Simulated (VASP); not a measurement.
The system is Sn.

```xyz
2
Lattice="0.0000 3.2350 3.2350 3.2350 0.0000 3.2350 3.2350 3.2350 0.0000" Properties=species:S:1:pos:R:3 pbc="T T T"
Sn    6.4700    6.4700    6.4700
Sn    1.6175    1.6175    1.6175
```

This isn't the form of Sn at room conditions, which is tetragonal (white tin).

```yaml
Program: VASP 6.6.1
Task: relaxation of cell and atoms
Functional: r2SCAN
Potentials_or_basis: VASP PAW PBE potentials, release 64 (Sn_d)
Cutoff: 550 eV
k_mesh: 12 × 12 × 12
Occupations: methfessel-paxton, width 0.05 eV
Spin: no spin polarisation
```

At the start: pressure 2.1 GPa; volume 33.86 Å³/atom.

Q: Where does the relaxation end?

A: Over 3 steps the energy falls by 9.4 meV/atom and the volume is 35.36 Å³/atom (+4.4 %); space group Fd-3m (No. 227, to 0.1 Å) before and after.

Step by step:
| step | energy change (eV) | largest force (eV/Å) | pressure (GPa) | volume (Å³) |
| --- | --- | --- | --- | --- |
| 1 | 0.0000 | 0.0000 | 2.10 | 67.71 |
| 2 | -0.0151 | 0.0000 | -0.81 | 72.15 |
| 3 | -0.0188 | 0.0000 | 0.00 | 70.71 |

Final structure:
```
CELL_PARAMETERS angstrom
0.00000 3.28212 3.28212
3.28212 0.00000 3.28212
3.28212 3.28212 0.00000
ATOMIC_POSITIONS crystal
Sn 0.00000 0.00000 0.00000
Sn 0.25000 0.25000 0.25000
```

Caveat: the PAW data sets were made with another functional, which shifts forces and pressure a little.
